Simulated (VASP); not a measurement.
Input of a VASP 6.6.1 run:

The input INCAR:

```
SYSTEM = TlCl
  ALGO = Normal
  EDIFF = 1E-6
  ENCUT = 500
  GGA = PE
  GGA_COMPAT = .FALSE.
  ISIF = 2
  ISMEAR = 1
  LASPH = .TRUE.
  LCHARG = .TRUE.
  LELF = .TRUE.
  LREAL = .FALSE.
  LVHAR = .TRUE.
  LWAVE = .FALSE.
  NBANDS = 17
  NELM = 120
  PREC = Accurate
  SIGMA = 0.05
```

Contents of KPOINTS:

```
k-points
0
G
  4 4 4
  0 0 0
```

POSCAR

```
TlCl
1.0
    3.7936346963      0.0000000000      0.0000000000
    0.0000000000      3.7936346963      0.0000000000
    0.0000000000      0.0000000000      3.7936346963
Tl Cl
1 1
Direct
    0.0000000000      0.0000000000      0.0000000000
    0.5000000000      0.5000000000      0.5000000000
```

Potentials or basis: VASP PAW PBE potentials, release 64 (Tl_d, Cl).

Run with:

```bash
$ cat potpaw_PBE.64/Tl_d/POTCAR potpaw_PBE.64/Cl/POTCAR > POTCAR
$ mpirun -np 1 vasp_std > vasp.out
```

**Question.** What does it give for the pressure?

**Answer.** 2.3 GPa.

**Question.** Estimate the band gap on the k mesh.

**Answer.** 1.99 eV, direct.

Caveat: spin-orbit coupling is left out, which moves the levels of the heavy elements. A k mesh can miss the band edges.
